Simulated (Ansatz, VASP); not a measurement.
**One calculation of TiNi, two programs**

Contents of POSCAR:

```
TiNi
1.0
    2.9885839697      0.0000000000      0.0000000000
    0.0000000000      2.9885839697      0.0000000000
    0.0000000000      0.0000000000      2.9885839697
Ti Ni
1 1
Direct
    0.5000000000      0.5000000000      0.5000000000
    0.0000000000      0.0000000000      0.0000000000
```

File INCAR.step1:

```
PREC = Accurate
ENCUT = 520
ISMEAR = 0
SIGMA = 0.1
LREAL = False
LASPH = True
NELM = 60
NBANDS = 18
GGA = PE
ALGO = Normal
EDIFF = 1E-4
LWAVE = True
LCHARG = False
```

Contents of INCAR.step2:

```
PREC = Accurate
ENCUT = 520
EDIFF = 1E-6
ISMEAR = 0
SIGMA = 0.1
LREAL = False
LASPH = True
NELM = 60
ALGO = Normal
ISIF = 2
LWAVE = False
LCHARG = False
METAGGA = R2SCAN
LMIXTAU = True
NBANDS = 18
ISTART = 1
```

File KPOINTS:

```
regular mesh
0
Gamma
  14 14 14
```

Input for Ansatz:

```yaml
crystal:
  lattice:
    - [2.9885839697, 0.0, 0.0]
    - [0.0, 2.9885839697, 0.0]
    - [0.0, 0.0, 2.9885839697]
  atoms:
    - { symbol: Ti, position: [0.5, 0.5, 0.5] }
    - { symbol: Ni, position: [0.0, 0.0, 0.0] }
basis:
  ecutwfc: 500
kpoints:
  mp_grid: { grid: [14, 14, 14] }
  band_path:
    path:
      - [[0.0, 0.0, 0.0], [0.0, 0.5, 0.0], [0.5, 0.5, 0.0], [0.0, 0.0, 0.0], [0.5, 0.5, 0.5], [0.0, 0.5, 0.0]]
      - [[0.5, 0.5, 0.5], [0.5, 0.5, 0.0]]
    npoints: 14
hamiltonian:
  xc: r2scan
scf:
  occupations: { method: gaussian, width: 0.1 }
  n_extra_bands: 6
output:
  forces: true
  stress: true
  eigenvalues: true
  populations: true
  dos: { projected: true, de: 0.02, nscf_kmesh: { grid: [21, 21, 21] } }
  bader: true
  write_density: true
  write_potential: true
  elf: true
  volumetric_format: npy
checkpoint:
  read: start.run
  write: ck
  compress: false
  write_wavefunctions: false
  write_every: 100000
```

Alike in both runs: task single point; functional r2SCAN; k mesh 14 × 14 × 14; occupations gaussian, width 0.1 eV; no spin polarisation.

|  | VASP | Ansatz |
| --- | --- | --- |
| version | VASP 6.6.1 | Ansatz 0.2.0 |
| potentials or method | VASP PAW PBE potentials, release 64 (Ti_sv, Ni), cutoff 520 eV | scalar-relativistic, plane waves, PAW |
| valence electrons in the cell | 22 | 30 |

VASP gave:

```
gap on the k mesh at the Fermi level (eV) : none
pressure (GPa)                            : 0.5
```

What did Ansatz give for the same quantities?

gap on the k mesh at the Fermi level (eV): none; pressure (GPa): 0.0.

VASP's potentials were made for PBE, not for r2SCAN. A gap of «none» marks a metal or a gap that the smearing closes. VASP's potentials hold 22 valence electrons a cell and Ansatz's 30, so a difference there can come from the potentials and not from the codes.
